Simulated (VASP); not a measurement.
Here is a VASP 6.6.1 calculation.

Contents of INCAR:

```
SYSTEM = MoS2
ALGO     = Normal         ! electronic algorithm
EDIFF    = 1E-7           ! SCF threshold, eV
ENCUT    = 520            ! plane-wave cutoff, eV
GGA      = PE             ! functional
ISIF     = 2              ! what is computed and relaxed
ISMEAR   = 0              ! smearing method
IVDW     = 12             ! dispersion correction
LASPH    = .TRUE.         ! aspherical terms in the spheres
LCHARG   = .TRUE.         ! write CHGCAR
LELF     = .TRUE.         ! ELF
LREAL    = .FALSE.        ! projectors in reciprocal space
LVHAR    = .TRUE.       
LWAVE    = .FALSE.        ! write WAVECAR
NBANDS   = 35             ! bands
NELM     = 60             ! most SCF steps
PREC     = Accurate       ! precision mode
SIGMA    = 0.05           ! smearing width, eV
```

File KPOINTS:

```
k-points
0
G
  12 12 4
  0 0 0
```

The input POSCAR:

```
MoS2
1.0
    3.3068000000      0.0000000000      0.0000000000
   -1.6534000000      2.8637728052      0.0000000000
    0.0000000000      0.0000000000     13.1844000000
Mo S
2 4
Direct
    0.6666666667      0.3333333333      0.2501439769
    0.3333333333      0.6666666667      0.7498560231
    0.3333333333      0.6666666667      0.3795985159
    0.6666666667      0.3333333333      0.8793132861
    0.3333333333      0.6666666667      0.1206867139
    0.6666666667      0.3333333333      0.6204014841
```

Potentials or basis: VASP PAW PBE potentials, release 64 (Mo_sv, S).

Run with:

```bash
$ cat potpaw_PBE.64/Mo_sv/POTCAR potpaw_PBE.64/S/POTCAR > POTCAR
$ mpirun -np 1 vasp_std > vasp.out
```

Predict the band gap on the k mesh.

0.99 eV, indirect (least direct gap 1.45 eV).

Predict the pressure.

-19.3 GPa.

What does it give for the largest force?

2.608 eV/Å.

Estimate the dispersion energy per atom.

-0.362 eV.

Stress tensor (GPa, compression positive):
```
-16.66   0.00   0.00
  0.00 -16.66   0.00
  0.00   0.00 -24.58
```

Caveat: forces of over 1 eV/Å act on the atoms, so gaps and moduli don't describe the material at rest. A k mesh can miss the band edges.
